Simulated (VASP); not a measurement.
# Hf3N2 (R-3m) in VASP: single point with LDA

Aim: the single point of Hf3N2 with LDA.

Program: VASP 6.6.1. These are calculated values, not measurements. Logs are shortened: lines on timing, memory, paths and dates and some standing lists are left out, and cuts for length are marked.

## (1) The cell of the first run

Symmetry: R-3m, No. 166, trigonal system. The conventional cell has a = 3.168 Å, b = 3.168 Å, c = 22.935 Å, α = 90.00°, β = 90.00°, γ = 120.00°. Hf (site symmetry 3m) has 3 N at 2.24 Å and 12 Hf at 3.10 to 3.17 Å within 3.2 Å. Within 3.0 Å of Hf (site symmetry -3m) lie 6 N at 2.23 Å. N (site symmetry 3m) has 6 Hf at 2.23 to 2.24 Å within 3.0 Å.

## (2) Single point, LDA

INCAR

```
  PREC = Accurate
  ENCUT = 520
  EDIFF = 1E-6
  ISMEAR = -1
  SIGMA = 0.15
  LREAL = F
  LASPH = T
  NELM = 80
  ALGO = Normal
  ISIF = 2
  LWAVE = F
  LCHARG = T
  GGA = CA
  LELF = T
  LVHAR = T
  NBANDS = 28
```

KPOINTS

```
regular mesh
0
Gamma
  12 12 12
```

POSCAR

```
Hf3N2
1.0
    1.5842071534      0.9146424265      7.6448489987
   -1.5842071534      0.9146424265      7.6448489987
    0.0000000000     -1.8292848530      7.6448489987
Hf N
3 2
Direct
    0.7786769770      0.7786769770      0.7786769770
    0.2213230230      0.2213230230      0.2213230230
    0.0000000000      0.0000000000      0.0000000000
    0.6108632738      0.6108632738      0.6108632738
    0.3891367262      0.3891367262      0.3891367262
```

Potentials or basis: VASP PAW LDA potentials, release 64 (Hf_pv, N).

Launch:

```sh
$ cat potpaw_LDA.64/Hf_pv/POTCAR potpaw_LDA.64/N/POTCAR > POTCAR
$ mpirun -np 1 vasp_std > vasp.out
```

OUTCAR:

```text
PREC = Accurate
   ENCUT = 520
   EDIFF = 1E-6
   ISMEAR = -1
   LREAL = F
   LASPH = T
   NELM = 80
   ISIF = 2
   GGA = CA

 ion  position               nearest neighbor table
   1  0.779  0.779  0.779-   5 2.24   5 2.24   5 2.24   2 3.10   2 3.10   2 3.10   3 3.15   3 3.15
                             3 3.15
   2  0.221  0.221  0.221-   4 2.24   4 2.24   4 2.24   1 3.10   1 3.10   1 3.10   3 3.15   3 3.15
                             3 3.15
   3  0.000  0.000  0.000-   4 2.23   4 2.23   5 2.23   5 2.23   4 2.23   5 2.23   2 3.15   1 3.15
                             2 3.15   1 3.15   2 3.15   1 3.15
   4  0.611  0.611  0.611-   3 2.23   3 2.23   3 2.23   2 2.24   2 2.24   2 2.24
   5  0.389  0.389  0.389-   3 2.23   3 2.23   3 2.23   1 2.24   1 2.24   1 2.24

  LATTYP: Found a trigonal (rhomboedric) cell.
 ALAT       =     7.8606615044
 COS(alpha) =     0.9187663915

  Lattice vectors:

 A1 = (   1.5842071534,   0.9146424265,   7.6448489987)
 A2 = (  -1.5842071534,   0.9146424265,   7.6448489987)
 A3 = (   0.0000000000,  -1.8292848530,   7.6448489987)

Analysis of symmetry for initial positions (statically):
=====================================================================
 Subroutine PRICEL returns:
 Original cell was already a primitive cell.

 Routine SETGRP: Setting up the symmetry group for a
 trigonal (rhombohedral) supercell.

 Subroutine GETGRP returns: Found 12 space group operations
 (whereof 12 operations were pure point group operations)
 out of a pool of 12 trial point group operations.

The static configuration has the point symmetry D_3d.

Analysis of symmetry for dynamics (positions and initial velocities):
=====================================================================
 Subroutine PRICEL returns:
 Original cell was already a primitive cell.

 Routine SETGRP: Setting up the symmetry group for a
 trigonal (rhombohedral) supercell.

 Subroutine GETGRP returns: Found 12 space group operations
 (whereof 12 operations were pure point group operations)
 out of a pool of 12 trial point group operations.

The dynamic configuration has the point symmetry D_3d.

 Subroutine INISYM returns: Found 12 space group operations
 (whereof 12 operations are pure point group operations),
 and found     1 'primitive' translations

----------------------------------------------------------------------------------------

                                     Primitive cell

  volume of cell :      66.4635

  direct lattice vectors                    reciprocal lattice vectors
     1.584207153  0.914642427  7.644848999     0.315615290  0.182220573  0.043602344
    -1.584207153  0.914642427  7.644848999    -0.315615290  0.182220573  0.043602344
     0.000000000 -1.829284853  7.644848999     0.000000000 -0.364441145  0.043602344

  length of vectors
     7.860661504  7.860661504  7.860661504     0.367040206  0.367040206  0.367040206

  position of ions in fractional coordinates (direct lattice)
     0.778676977  0.778676977  0.778676977
     0.221323023  0.221323023  0.221323023
     0.000000000  0.000000000  0.000000000
     0.610863274  0.610863274  0.610863274
     0.389136726  0.389136726  0.389136726

  ion indices of the primitive-cell ions
   primitive index   ion index
                 1           1
                 2           2
                 3           3
                 4           4
                 5           5

----------------------------------------------------------------------------------------

 KPOINTS: regular mesh

Automatic generation of k-mesh.
 Grid dimensions read from file:
 generate k-points for:   12   12   12

 Generating k-lattice:

  Cartesian coordinates                     Fractional coordinates (reciprocal lattice)
     0.026301274  0.015185048  0.003633529     0.083333333 -0.000000000 -0.000000000
    -0.026301274  0.015185048  0.003633529    -0.000000000  0.083333333 -0.000000000
     0.000000000 -0.030370095  0.003633529    -0.000000000 -0.000000000  0.083333333

  Length of vectors
     0.030586684  0.030586684  0.030586684

  Shift w.r.t. Gamma in fractional coordinates (k-lattice)
     0.000000000  0.000000000  0.000000000

 Subroutine IBZKPT returns following result:
 ===========================================

 Found    189 irreducible k-points:

 Following reciprocal coordinates:
            Coordinates               Weight
  0.000000  0.000000  0.000000      1.000000
  0.083333  0.000000  0.000000      6.000000
  0.166667  0.000000 -0.000000      6.000000
  0.250000  0.000000 -0.000000      6.000000
  0.333333  0.000000  0.000000      6.000000
  0.416667  0.000000  0.000000      6.000000
[... 16 lines left out ...]
  0.500000  0.166667  0.000000     12.000000
 -0.416667  0.166667 -0.000000     12.000000
 [... further k-points ...]
   k-points           NKPTS =    189   k-points in BZ     NKDIM =    189   number of bands    NBANDS=     28
   number of dos      NEDOS =    301   number of ions     NIONS =      5
   total plane-waves  NPLWV = 216000
   dimension x,y,z NGX =    60 NGY =   60 NGZ =   60
   dimension x,y,z NGXF=   120 NGYF=  120 NGZF=  120
   ions per type =               3   2
   NGX,Y,Z   is equivalent  to a cutoff of  12.69, 12.69, 12.69 a.u.
   NGXF,Y,Z  is equivalent  to a cutoff of  25.38, 25.38, 25.38 a.u.
 SYSTEM =  unknown system
   PREC   = accura    normal or accurate (medium, high low for compatibility)
   ISTART =      0    job   : 0-new  1-cont  2-samecut
   ICHARG =      2    charge: 1-file 2-atom 10-const
   ISPIN  =      1    spin polarized calculation?
   LNONCOLLINEAR =      F non collinear calculations
   LSORBIT =      F    spin-orbit coupling
   LASPH  =      T    aspherical Exc in radial PAW
   ENCUT  =  520.0 eV  38.22 Ry    6.18 a.u.  14.62 14.62 14.62*2*pi/ulx,y,z
   NELM   =     80;   NELMIN=  2; NELMDL= -5     # of ELM steps
   EDIFF  = 0.1E-05   stopping-criterion for ELM
   LREAL  =      F    real-space projection
   EDIFFG = 0.1E-04   stopping-criterion for IOM
   NSW    =      0    number of steps for IOM
   IBRION =     -1    ionic relax: 0-MD 1-quasi-New 2-CG
   NFREE  =      0    steps in history (QN), initial steepest desc. (CG)
   ISIF   =      2    stress and relaxation
   ISYM   =      2    0-nonsym 1-usesym 2-fastsym
   POTIM  = 0.5000    time-step for ionic-motion
   TEBEG  =    0.0;   TEEND  =   0.0 temperature during run
   PSTRESS=    0.0 pullay stress
   NELECT =      40.0000    total number of electrons
   NUPDOWN=      -1.0000    fix difference up-down
   EMIN   =  10.00;   EMAX   =-10.00  energy-range for DOS
   EFERMI =   0.00;   METHOD = LEGACY
   ISMEAR =    -1;   SIGMA  =   0.15  broadening in eV -4-tet -1-fermi 0-gaus
   EFERMI_NEDOS =   21; number of points for ismear=-14 and -15
   IALGO  =     38    algorithm
   IMIX   =      4    mixing-type and parameters
     AMIX     =   0.40;   BMIX     =  1.00
     AMIX_MAG =   1.60;   BMIX_MAG =  1.00
  volume/ion in A,a.u.               =      13.29        89.70
  Fermi-wavevector in a.u.,A,eV,Ry     =   1.382188  2.611956 25.993150  1.910443
  Thomas-Fermi vector in A             =   2.506902
   LORBIT       =      0    0 simple, 1 ext, 2 COOP (PROOUT), +10 PAW based schemes
   GGA     = CA    functional components
   LHFCALC =     F    Hartree Fock is set to
   AEXX    =    0.0000 exact exchange contribution
   IVDW    =     0    specifies the selected vdW correction
   LEPSILON=     F    determine dielectric tensor
   LRPA    =     F    only Hartree local field effects (RPA)
 non-spin polarized calculation
  energy-cutoff  :      520.00
  volume of cell :       66.46
 maximum number of plane-waves:      1808
   NGX = 29   NGY = 29   NGZ = 29

 number of electron      39.9999999 magnetization

 Free energy of the ion-electron system (eV)
  ---------------------------------------------------
  ext. energy  EPLUGINS =         0.00000000
  ---------------------------------------------------
  free energy    TOTEN  =       -58.76451758 eV

  energy without entropy =      -58.61621838  energy(sigma->0) =      -58.69036798

 E-fermi :   6.8542     XC(G=0): -12.6462

 val. band max:        6.8532355716   @ k =  -0.2500   0.3333   0.2500
 cond. band min:       6.8558943743   @ k =   0.2500   0.0833   0.0833
 fundamental gap:      0.0026588027
 Fermi energy:         6.8542306595

 k-point     1 :       0.0000    0.0000    0.0000
  band No.  band energies     occupation
      1     -24.4402      2.00000
      2     -23.8309      2.00000
      3     -23.8309      2.00000
      4     -23.6951      2.00000
      5     -23.0793      2.00000
      6     -23.0236      2.00000
[... 20 lines left out ...]
     27       9.7472      0.00000
     28      10.7999      0.00000

 k-point     2 :       0.0833    0.0000    0.0000
  band No.  band energies     occupation
      1     -24.4260      2.00000
      2     -23.9075      2.00000
      3     -23.8434      2.00000
      4     -23.6586      2.00000
      5     -23.1100      2.00000
      6     -23.0449      2.00000
[... 20 lines left out ...]
     27       9.9593      0.00000
     28      10.5549      0.00000

 k-point     3 :       0.1667    0.0000   -0.0000
  band No.  band energies     occupation
      1     -24.3871      2.00000
      2     -24.0760      2.00000
      3     -23.8774      2.00000
      4     -23.5985      2.00000
      5     -23.2192      2.00000
      6     -23.1515      2.00000
[... 20 lines left out ...]
     27      10.4557      0.00000
     28      11.1668      0.00000

 k-point     4 :       0.2500    0.0000   -0.0000
  band No.  band energies     occupation
      1     -24.3382      2.00000
      2     -24.2792      2.00000
      3     -23.9234      2.00000
      4     -23.5459      2.00000
      5     -23.3719      2.00000
      6     -23.3196      2.00000
[... 578 lines left out ...]
     27      11.9315      0.00000
     28      12.2543      0.00000

 k-point    23 :       0.5000    0.1667    0.0000
  band No.  band energies     occupation
      1     -24.5677      2.00000
      2     -24.2166      2.00000
      3     -24.1352      2.00000
      4     -23.6447      2.00000
      5     -23.6013      2.00000
      6     -23.3661      2.00000
[... 20 lines left out ...]
     27      12.2775      0.00000
     28      12.7630      0.00000

 k-point    24 :      -0.4167    0.1667   -0.0000
  band No.  band energies     occupation
      1     -24.6015      2.00000
      2     -24.2029      2.00000
      3     -24.1589      2.00000
      4     -23.6699      2.00000
      5     -23.6260      2.00000
      6     -23.3316      2.00000
[... 20 lines left out ...]
     27      11.9971      0.00000
     28      12.9694      0.00000

 [... further k-points ...]

------------------------ aborting loop because EDIFF is reached ----------------------------------------

  FORCE on cell =-STRESS in cart. coord.  units (eV):
  Direction    XX          YY          ZZ          XY          YZ          ZX
  --------------------------------------------------------------------------------------
  -------------------------------------------------------------------------------------
  Total       -0.2608245     -0.2608245     -0.1559466      0.0000000      0.0000000      0.0000000
  in kB       -6.2874637     -6.2874637     -3.7592659      0.0000000      0.0000000      0.0000000
  external PRESSURE =      -5.4447311 kB  Pullay stress =       0.0000000 kB

 VOLUME and BASIS-vectors are now :
 -----------------------------------------------------------------------------
  energy-cutoff  :      520.00
  volume of cell :       66.46
      direct lattice vectors                 reciprocal lattice vectors
     1.584207153  0.914642427  7.644848999     0.315615290  0.182220573  0.043602344
    -1.584207153  0.914642427  7.644848999    -0.315615290  0.182220573  0.043602344
     0.000000000 -1.829284853  7.644848999     0.000000000 -0.364441145  0.043602344

 POSITION                                       TOTAL-FORCE (eV/Angst)
 -----------------------------------------------------------------------------------
      0.00000      0.00000     17.85860        -0.000000      0.000000     -0.083790
      0.00000      0.00000      5.07594        -0.000000      0.000000      0.083790
      0.00000      0.00000      0.00000         0.000000      0.000000     -0.000000
      0.00000      0.00000     14.00987        -0.000000     -0.000000      0.017161
      0.00000      0.00000      8.92467        -0.000000      0.000000     -0.017161
 -----------------------------------------------------------------------------------
    total drift:                               -0.000000     -0.000000     -0.000000

  FREE ENERGIE OF THE ION-ELECTRON SYSTEM (eV)
  ---------------------------------------------------
  free  energy   TOTEN  =       -58.7645175775 eV

  energy  without entropy=      -58.6162183759  energy(sigma->0) =      -58.69036798
```

Wall time 23 min (1 thread of Intel Xeon Platinum 8259CL at 2.50GHz (Skylake/Cascade Lake), shared host); peak memory 0.54 GiB.

Results:

| Property | Result |
| --- | --- |
| Free energy | -58.7645 eV |
| Pressure | -0.5 GPa |
| Largest force | 0.084 eV/Å |
| Band gap on the k mesh | zero (bands 20 and 21 overlap by 0.98 eV) |

Forces on the atoms (eV/Å):
```
Hf   0.000  0.000 -0.084
Hf   0.000  0.000  0.084
Hf   0.000  0.000  0.000
N    0.000  0.000  0.017
N    0.000  0.000 -0.017
```

Stress tensor (GPa, compression positive):
```
-0.63  0.00  0.00
 0.00 -0.63  0.00
 0.00  0.00 -0.38
```

Caveat: spin-orbit coupling is left out, which moves the levels of the heavy elements.
